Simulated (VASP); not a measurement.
Crystal: Os.

```
CELL_PARAMETERS angstrom
2.75221 0.00000 0.00000
-1.37610 2.38348 0.00000
0.00000 0.00000 4.34831
ATOMIC_POSITIONS crystal
Os 0.66667 0.33333 0.75000
Os 0.33333 0.66667 0.25000
```

Base run:

- Program: VASP 6.6.1
- Functional: SVWN5
- Potentials or basis: VASP PAW PBE potentials, release 64 (Os_sv_GW)
- Cutoff: 560 eV
- k mesh: 11 × 11 × 6
- Occupations: fermi-dirac, width 0.05 eV
- Spin: no spin polarisation

Its results: band gap on the k mesh zero (bands 16 and 17 overlap by 3.78 eV); pressure -18.2 GPa.

Q: The run is repeated on the same cell with these changes: functional from SVWN5 to HSE06; cutoff from 560 eV to 420 eV; k mesh from 11 × 11 × 6 to 6 × 6 × 3. What comes out?

A: Band gap on the k mesh zero (bands 16 and 17 overlap by 4.35 eV); pressure -14.8 GPa.

Several settings changed at once.

Caveats: some runs use coarse meshes; the PAW data sets were made with another functional, which shifts forces and pressure a little; spin-orbit coupling is left out, which moves the levels of the heavy elements; the cell stands under tension (at least some runs).
